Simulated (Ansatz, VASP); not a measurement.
One calculation of Sc, two programs

```
Sc
1.0
    -1.85625    1.85625    1.85625
     1.85625   -1.85625    1.85625
     1.85625    1.85625   -1.85625
Sc
1
Direct
  0.00000 0.00000 0.00000
```

Alike in both runs: task single point; functional PBE; k mesh 8 × 8 × 8; collinear spin.

|  | VASP | Ansatz |
| --- | --- | --- |
| version | VASP 6.6.1 | Ansatz 0.2 development build |
| potentials or method | VASP PAW PBE potentials, release 64 (Sc_sv) | scalar-relativistic |
| plane-wave cutoff (eV) | 500 | 1061 |
| occupations | fermi-dirac, width 0.1 eV | fermi-dirac |

|  | VASP | Ansatz | Ansatz less VASP |
| --- | --- | --- | --- |
| net moment per atom (μB) | 0.00 | 0.00 | 0.000 |

Ansatz's warnings: stability check not made.
